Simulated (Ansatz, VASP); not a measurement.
## Ca2Pd in VASP and in Ansatz

File INCAR:

```
SYSTEM = Ca2Pd
PREC = Accurate
ENCUT = 500
EDIFF = 1E-6
ISMEAR = -1
SIGMA = 0.05
LREAL = .False.
LASPH = .True.
NELM = 120
ALGO = Normal
ISIF = 2
LWAVE = .False.
LCHARG = .False.
GGA = PS
NBANDS = 22
GGA_COMPAT = .False.
```

KPOINTS

```
regular mesh
0
Gamma
  9 9 9
  0 0 0
```

POSCAR

```
Ca2Pd
1.0
    0.0000000000      2.9333027023      2.9333027023
    2.9333027023      0.0000000000      2.9333027023
    2.9333027023      2.9333027023      0.0000000000
Pd Ca
1 2
Direct
    0.0000000000      0.0000000000      0.0000000000
    0.2500000000      0.2500000000      0.2500000000
    0.7500000000      0.7500000000      0.7500000000
```

Input for Ansatz:

```yaml
crystal:
  lattice:
    - [0.0, 2.9333027023, 2.9333027023]
    - [2.9333027023, 0.0, 2.9333027023]
    - [2.9333027023, 2.9333027023, 0.0]
  atoms:
    - { symbol: Pd, position: [0.0, 0.0, 0.0] }
    - { symbol: Ca, position: [0.25, 0.25, 0.25] }
    - { symbol: Ca, position: [0.75, 0.75, 0.75] }
kpoints:
  mp_grid: { grid: [9, 9, 9] }
  band_path:
    path:
      - [0.0, 0.0, 0.0]
      - [0.5, 0.0, 0.5]
      - [0.625, 0.25, 0.625]
      - [0.375, 0.375, 0.75]
      - [0.0, 0.0, 0.0]
      - [0.5, 0.5, 0.5]
      - [0.5, 0.25, 0.75]
      - [0.5, 0.0, 0.5]
    npoints: 8
scf:
  occupations: { method: fermi_dirac, width: 0.05 }
hamiltonian:
  xc: pbesol
  pseudopotentials: { kind: all_electron, lapw: { basis_error: 0.0005 } }
output:
  forces: true
  stress: true
  eigenvalues: true
  populations: true
```

Change from the starting cell: volume scaled by 0.6, LAPW.

Alike in both runs: task single point; functional PBEsol; k mesh 9 × 9 × 9; occupations fermi-dirac, width 0.05 eV; no spin polarisation.

|  | VASP | Ansatz |
| --- | --- | --- |
| version | VASP 6.6.1 | Ansatz 0.2.0 |
| potentials or method | VASP PAW PBE potentials, release 64 (Pd, Ca_sv), cutoff 500 eV | all-electron LAPW, scalar-relativistic |

|  | VASP | Ansatz | Ansatz less VASP |
| --- | --- | --- | --- |
| pressure (GPa) | 53.7 | 53.0 | -0.70 |

VASP's potentials were made for PBE, not for PBEsol. Both programs put the cell under a high pressure, so it lies far from rest at this level. Ansatz ran all-electron here, and VASP with PAW potentials.
